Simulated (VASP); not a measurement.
# Ti (P6/mmm) in VASP: further runs

Runs on Ti. Level: PBEsol. Tasks: single point.

Everything below comes from runs of VASP 6.6.1. Logs are shortened: lines on timing, memory, paths and dates and some standing lists are left out, and cuts for length are marked.

### Step 1. The cell of the first run

The structure is hexagonal, space group P6/mmm (No. 191). Conventional cell: a = 4.172 Å, b = 4.172 Å, c = 2.613 Å, α = 90.00°, β = 90.00°, γ = 120.00°. Ti (site symmetry 6/mmm) has 14 Ti at 2.61 to 2.74 Å within 3.4 Å. Within 3.2 Å of Ti (site symmetry -6m2) lie 11 Ti at 2.41 to 2.74 Å.

This isn't the form of Ti at room conditions, which is hcp.

### Step 2. Single point, PBEsol

The input, INCAR:

```
PREC = Accurate
ENCUT = 520
EDIFF = 1E-6
ISMEAR = 0
SIGMA = 0.1
LREAL = F
LASPH = T
NELM = 80
ALGO = Fast
ISIF = 2
LWAVE = F
LCHARG = F
GGA = PS
NBANDS = 25
```

The input, KPOINTS:

```
regular mesh
0
Gamma
  12 12 16
```

The input, POSCAR:

```
Ti
1.0
    4.1723810278      0.0000000000      0.0000000000
   -2.0861905139      3.6133879644      0.0000000000
    0.0000000000      0.0000000000      2.6126977593
Ti
3
Direct
    0.0000000000      0.0000000000      0.0000000000
    0.3333333333      0.6666666667      0.5000000000
    0.6666666667      0.3333333333      0.5000000000
```

Potentials or basis: VASP PAW PBE potentials, release 64 (Ti_sv).

Command:

```console
> cat potpaw_PBE.64/Ti_sv/POTCAR > POTCAR
> mpirun -np 1 vasp_std > vasp.out
```

OUTCAR:

```text
PREC = Accurate
   ENCUT = 520
   EDIFF = 1E-6
   ISMEAR = 0
   LREAL = F
   LASPH = T
   NELM = 80
   ISIF = 2
   GGA = PS

 ion  position               nearest neighbor table
   1  0.000  0.000  0.000-   2 2.74   3 2.74   2 2.74   3 2.74   3 2.74   3 2.74   2 2.74   2 2.74
                             3 2.74   3 2.74   2 2.74   2 2.74
   2  0.333  0.667  0.500-   3 2.41   3 2.41   3 2.41   1 2.74   1 2.74   1 2.74   1 2.74   1 2.74
                             1 2.74
   3  0.667  0.333  0.500-   2 2.41   2 2.41   2 2.41   1 2.74   1 2.74   1 2.74   1 2.74   1 2.74
                             1 2.74

  LATTYP: Found a hexagonal cell.
 ALAT       =     4.1723810278
 C/A-ratio  =     0.6261886779

  Lattice vectors:

 A1 = (   4.1723810278,   0.0000000000,   0.0000000000)
 A2 = (  -2.0861905139,   3.6133879644,   0.0000000000)
 A3 = (   0.0000000000,   0.0000000000,   2.6126977593)

Analysis of symmetry for initial positions (statically):
=====================================================================
 Subroutine PRICEL returns:
 Original cell was already a primitive cell.

 Routine SETGRP: Setting up the symmetry group for a
 hexagonal supercell.

 Subroutine GETGRP returns: Found 24 space group operations
 (whereof 24 operations were pure point group operations)
 out of a pool of 24 trial point group operations.

The static configuration has the point symmetry D_6h.

Analysis of symmetry for dynamics (positions and initial velocities):
=====================================================================
 Subroutine PRICEL returns:
 Original cell was already a primitive cell.

 Routine SETGRP: Setting up the symmetry group for a
 hexagonal supercell.

 Subroutine GETGRP returns: Found 24 space group operations
 (whereof 24 operations were pure point group operations)
 out of a pool of 24 trial point group operations.

The dynamic configuration has the point symmetry D_6h.

 Subroutine INISYM returns: Found 24 space group operations
 (whereof 24 operations are pure point group operations),
 and found     1 'primitive' translations

----------------------------------------------------------------------------------------

                                     Primitive cell

  volume of cell :      39.3902

  direct lattice vectors                    reciprocal lattice vectors
     4.172381028  0.000000000  0.000000000     0.239671304  0.138374292  0.000000000
    -2.086190514  3.613387964  0.000000000     0.000000000  0.276748583  0.000000000
     0.000000000  0.000000000  2.612697759     0.000000000  0.000000000  0.382746147

  length of vectors
     4.172381028  4.172381028  2.612697759     0.276748583  0.276748583  0.382746147

  position of ions in fractional coordinates (direct lattice)
     0.000000000  0.000000000  0.000000000
     0.333333333  0.666666667  0.500000000
     0.666666667  0.333333333  0.500000000

  ion indices of the primitive-cell ions
   primitive index   ion index
                 1           1
                 2           2
                 3           3

----------------------------------------------------------------------------------------

 KPOINTS: regular mesh

Automatic generation of k-mesh.
 Grid dimensions read from file:
 generate k-points for:   12   12   16

 Generating k-lattice:

  Cartesian coordinates                     Fractional coordinates (reciprocal lattice)
     0.019972609  0.011531191  0.000000000     0.083333333  0.000000000  0.000000000
     0.000000000  0.023062382  0.000000000     0.000000000  0.083333333  0.000000000
     0.000000000  0.000000000  0.023921634     0.000000000  0.000000000  0.062500000

  Length of vectors
     0.023062382  0.023062382  0.023921634

  Shift w.r.t. Gamma in fractional coordinates (k-lattice)
     0.000000000  0.000000000  0.000000000

 Subroutine IBZKPT returns following result:
 ===========================================

 Found    171 irreducible k-points:

 Following reciprocal coordinates:
            Coordinates               Weight
  0.000000  0.000000  0.000000      1.000000
  0.083333  0.000000  0.000000      6.000000
  0.166667 -0.000000  0.000000      6.000000
  0.250000  0.000000  0.000000      6.000000
  0.333333  0.000000  0.000000      6.000000
  0.416667  0.000000  0.000000      6.000000
[... 16 lines left out ...]
  0.250000  0.000000  0.062500     12.000000
  0.333333  0.000000  0.062500     12.000000
 [... further k-points ...]
   k-points           NKPTS =    171   k-points in BZ     NKDIM =    171   number of bands    NBANDS=     25
   number of dos      NEDOS =    301   number of ions     NIONS =      3
   total plane-waves  NPLWV =  20480
   dimension x,y,z NGX =    32 NGY =   32 NGZ =   20
   dimension x,y,z NGXF=    64 NGYF=   64 NGZF=   40
   ions per type =               3
   NGX,Y,Z   is equivalent  to a cutoff of  12.75, 12.75, 12.73 a.u.
   NGXF,Y,Z  is equivalent  to a cutoff of  25.50, 25.50, 25.45 a.u.
 SYSTEM =  unknown system
   PREC   = accura    normal or accurate (medium, high low for compatibility)
   ISTART =      0    job   : 0-new  1-cont  2-samecut
   ICHARG =      2    charge: 1-file 2-atom 10-const
   ISPIN  =      1    spin polarized calculation?
   LNONCOLLINEAR =      F non collinear calculations
   LSORBIT =      F    spin-orbit coupling
   LASPH  =      T    aspherical Exc in radial PAW
   ENCUT  =  520.0 eV  38.22 Ry    6.18 a.u.   7.76  7.76  4.86*2*pi/ulx,y,z
   NELM   =     80;   NELMIN=  2; NELMDL= -5     # of ELM steps
   EDIFF  = 0.1E-05   stopping-criterion for ELM
   LREAL  =      F    real-space projection
   EDIFFG = 0.1E-04   stopping-criterion for IOM
   NSW    =      0    number of steps for IOM
   IBRION =     -1    ionic relax: 0-MD 1-quasi-New 2-CG
   NFREE  =      0    steps in history (QN), initial steepest desc. (CG)
   ISIF   =      2    stress and relaxation
   ISYM   =      2    0-nonsym 1-usesym 2-fastsym
   POTIM  = 0.5000    time-step for ionic-motion
   TEBEG  =    0.0;   TEEND  =   0.0 temperature during run
   PSTRESS=    0.0 pullay stress
   NELECT =      36.0000    total number of electrons
   NUPDOWN=      -1.0000    fix difference up-down
   EMIN   =  10.00;   EMAX   =-10.00  energy-range for DOS
   EFERMI =   0.00;   METHOD = LEGACY
   ISMEAR =     0;   SIGMA  =   0.10  broadening in eV -4-tet -1-fermi 0-gaus
   EFERMI_NEDOS =   21; number of points for ismear=-14 and -15
   IALGO  =     68    algorithm
   IMIX   =      4    mixing-type and parameters
     AMIX     =   0.40;   BMIX     =  1.00
     AMIX_MAG =   1.60;   BMIX_MAG =  1.00
  volume/ion in A,a.u.               =      13.13        88.61
  Fermi-wavevector in a.u.,A,eV,Ry     =   1.588717  3.002239 34.341381  2.524020
  Thomas-Fermi vector in A             =   2.687677
   LORBIT       =      0    0 simple, 1 ext, 2 COOP (PROOUT), +10 PAW based schemes
   GGA     = PS    functional components
   LHFCALC =     F    Hartree Fock is set to
   AEXX    =    0.0000 exact exchange contribution
   IVDW    =     0    specifies the selected vdW correction
   LEPSILON=     F    determine dielectric tensor
   LRPA    =     F    only Hartree local field effects (RPA)
 non-spin polarized calculation
 RMM-DIIS sequential band-by-band and
 Gauss-broadening in eV      SIGMA  =   0.10
  energy-cutoff  :      520.00
  volume of cell :       39.39
 maximum number of plane-waves:      1084
 NGX is ok and might be reduce to    32
   NGX = 15   NGY = 15   NGZ =  9

 number of electron      35.9999996 magnetization

 Free energy of the ion-electron system (eV)
  ---------------------------------------------------
  ext. energy  EPLUGINS =         0.00000000
  ---------------------------------------------------
  free energy    TOTEN  =       -24.03204198 eV

  energy without entropy =      -24.01823718  energy(sigma->0) =      -24.02513958

 E-fermi :  11.3794     XC(G=0): -13.0423

 val. band max:       11.3784902215   @ k =   0.3333   0.3333   0.3750
 cond. band min:      11.3798740646   @ k =   0.2500   0.2500   0.3750
 fundamental gap:      0.0013838431
 Fermi energy:        11.3793521553

 k-point     1 :       0.0000    0.0000    0.0000
  band No.  band energies     occupation
      1     -44.8917      2.00000
      2     -44.5278      2.00000
      3     -44.2049      2.00000
      4     -21.5101      2.00000
      5     -21.5101      2.00000
      6     -21.3764      2.00000
[... 17 lines left out ...]
     24      13.6836      0.00000
     25      13.6845      0.00000

 k-point     2 :       0.0833    0.0000    0.0000
  band No.  band energies     occupation
      1     -44.8836      2.00000
      2     -44.5291      2.00000
      3     -44.2124      2.00000
      4     -21.5962      2.00000
      5     -21.5757      2.00000
      6     -21.2855      2.00000
[... 17 lines left out ...]
     24      13.3390      0.00000
     25      14.0370      0.00000

 k-point     3 :       0.1667   -0.0000    0.0000
  band No.  band energies     occupation
      1     -44.8606      2.00000
      2     -44.5324      2.00000
      3     -44.2342      2.00000
      4     -21.7142      2.00000
      5     -21.6324      2.00000
      6     -21.1538      2.00000
[... 17 lines left out ...]
     24      13.3519      0.00000
     25      14.3982      0.00000

 k-point     4 :       0.2500    0.0000    0.0000
  band No.  band energies     occupation
      1     -44.8266      2.00000
      2     -44.5358      2.00000
      3     -44.2676      2.00000
      4     -21.8170      2.00000
      5     -21.6305      2.00000
      6     -21.0308      2.00000
[... 17 lines left out ...]
     24      13.7223      0.00000
     25      14.7703      0.00000

 k-point     5 :       0.3333    0.0000    0.0000
  band No.  band energies     occupation
      1     -44.7891      2.00000
      2     -44.5364      2.00000
      3     -44.3073      2.00000
      4     -21.8954      2.00000
      5     -21.5646      2.00000
      6     -20.9591      2.00000
[... 17 lines left out ...]
     24      14.1790      0.00000
     25      15.2173      0.00000

 k-point     6 :       0.4167    0.0000    0.0000
  band No.  band energies     occupation
      1     -44.7589      2.00000
      2     -44.5330      2.00000
      3     -44.3431      2.00000
      4     -21.9443      2.00000
      5     -21.4398      2.00000
      6     -21.0845      2.00000
[... 17 lines left out ...]
     24      14.3134      0.00000
     25      14.6919      0.00000
[... 393 lines left out ...]
 k-point    21 :       0.0833    0.0000    0.0625
  band No.  band energies     occupation
      1     -44.8751      2.00000
      2     -44.5270      2.00000
      3     -44.2074      2.00000
      4     -21.5877      2.00000
      5     -21.5674      2.00000
      6     -21.2786      2.00000
[... 17 lines left out ...]
     24      13.3821      0.00000
     25      14.1182      0.00000

 k-point    22 :       0.1667   -0.0000    0.0625
  band No.  band energies     occupation
      1     -44.8524      2.00000
      2     -44.5299      2.00000
      3     -44.2292      2.00000
      4     -21.7036      2.00000
      5     -21.6230      2.00000
      6     -21.1499      2.00000
[... 17 lines left out ...]
     24      13.3639      0.00000
     25      14.5108      0.00000

 k-point    23 :       0.2500    0.0000    0.0625
  band No.  band energies     occupation
      1     -44.8191      2.00000
      2     -44.5327      2.00000
      3     -44.2626      2.00000
      4     -21.8050      2.00000
      5     -21.6220      2.00000
      6     -21.0297      2.00000
[... 17 lines left out ...]
     24      13.6999      0.00000
     25      15.0097      0.00000

 k-point    24 :       0.3333    0.0000    0.0625
  band No.  band energies     occupation
      1     -44.7824      2.00000
      2     -44.5325      2.00000
      3     -44.3023      2.00000
      4     -21.8824      2.00000
      5     -21.5584      2.00000
      6     -20.9681      2.00000
[... 17 lines left out ...]
     24      14.1493      0.00000
     25      14.8421      0.00000

 [... further k-points ...]
[... 5 lines left out ...]
  --------------------------------------------------------------------------------------
  -------------------------------------------------------------------------------------
  Total        9.6251101      9.6251101      9.5957535      0.0000000      0.0000000      0.0000000
  in kB      391.4971077    391.4971077    390.3030427      0.0000000      0.0000000      0.0000000
  external PRESSURE =     391.0990860 kB  Pullay stress =       0.0000000 kB

 VOLUME and BASIS-vectors are now :
 -----------------------------------------------------------------------------
  energy-cutoff  :      520.00
  volume of cell :       39.39
      direct lattice vectors                 reciprocal lattice vectors
     4.172381028  0.000000000  0.000000000     0.239671304  0.138374292  0.000000000
    -2.086190514  3.613387964  0.000000000     0.000000000  0.276748583  0.000000000
     0.000000000  0.000000000  2.612697759     0.000000000  0.000000000  0.382746147

 POSITION                                       TOTAL-FORCE (eV/Angst)
 -----------------------------------------------------------------------------------
      0.00000      0.00000      0.00000         0.000000      0.000000      0.000000
     -0.00000      2.40893      1.30635        -0.000000     -0.000000     -0.000000
      2.08619      1.20446      1.30635         0.000000      0.000000      0.000000
 -----------------------------------------------------------------------------------
    total drift:                               -0.000000      0.000000      0.000000

  FREE ENERGIE OF THE ION-ELECTRON SYSTEM (eV)
  ---------------------------------------------------
  free  energy   TOTEN  =       -24.0320419784 eV

  energy  without entropy=      -24.0182371807  energy(sigma->0) =      -24.02513958
```

Wall time 7.5 min (1 thread of Intel Xeon 8259CL, shared host); peak memory 0.25 GiB.

Results:

```yaml
Free_energy: -24.0320 eV
Pressure: 39.1 GPa
Band_gap_on_the_k_mesh: zero (bands 18 and 19 overlap by 0.69 eV)
```

Stress tensor (GPa, compression positive):
```
39.15  0.00  0.00
 0.00 39.15  0.00
 0.00  0.00 39.03
```

Levels at points of the mesh, in eV from the Fermi level:
```csv
k point,band 15,band 16,band 17,band 18,band 19,band 20,band 21,band 22
"(0.00, 0.00, 0.00)",-0.69,-0.69,-0.59,-0.59,0.07,0.88,1.62,1.62
"(0.50, 0.00, 0.00)",-3.35,-0.76,-0.72,-0.55,-0.07,0.76,1.06,2.35
"(0.00, 0.00, 0.50)",-2.34,-2.34,-2.09,-1.56,1.32,1.32,1.71,1.71
"(0.50, 0.00, 0.50)",-2.47,-1.82,-0.95,-0.68,0.23,0.98,1.51,1.91
```

Caveat: the cell stands under pressure; the PAW data sets were made with another functional, which shifts forces and pressure a little.

### Step 3. Single point, PBEsol

The input, INCAR:

```
ALGO = Fast
EDIFF = 1E-6
ENCUT = 520
GGA = PS
ISIF = 2
ISMEAR = 1
LASPH = T
LCHARG = F
LREAL = F
LWAVE = F
NBANDS = 25
NELM = 60
PREC = Accurate
SIGMA = 0.1
```

The input, KPOINTS:

```
k-points
0
Gamma
  12 12 16
```

POSCAR is that of step 2.

Potentials or basis: VASP PAW PBE potentials, release 64 (Ti_sv).

Command:

```console
> cat potpaw_PBE.64/Ti_sv/POTCAR > POTCAR
> mpirun -np 1 vasp_std > vasp.out
```

Wall time 6.9 min (1 thread of Intel Xeon 8259CL, shared host); peak memory 0.25 GiB.

The run converged. Its results:

```yaml
Free_energy: -24.0250 eV
Pressure: 38.8 GPa
Band_gap_on_the_k_mesh: zero (bands 18 and 19 overlap by 0.69 eV)
```

Stress tensor (GPa, compression positive):
```
38.82  0.00  0.00
 0.00 38.82  0.00
 0.00  0.00 38.74
```

Levels at points of the mesh, in eV from the Fermi level:
```
           k point  band 16  band 17  band 18  band 19  band 20  band 21
(0.00, 0.00, 0.00)    -0.70    -0.60    -0.60     0.06     0.88     1.61
(0.50, 0.00, 0.00)    -0.77    -0.73    -0.56    -0.08     0.75     1.05
(0.00, 0.00, 0.50)    -2.35    -2.10    -1.57     1.31     1.31     1.70
(0.50, 0.00, 0.50)    -1.83    -0.96    -0.68     0.22     0.97     1.50
```

Caveat: the cell stands under pressure; the PAW data sets were made with another functional, which shifts forces and pressure a little.
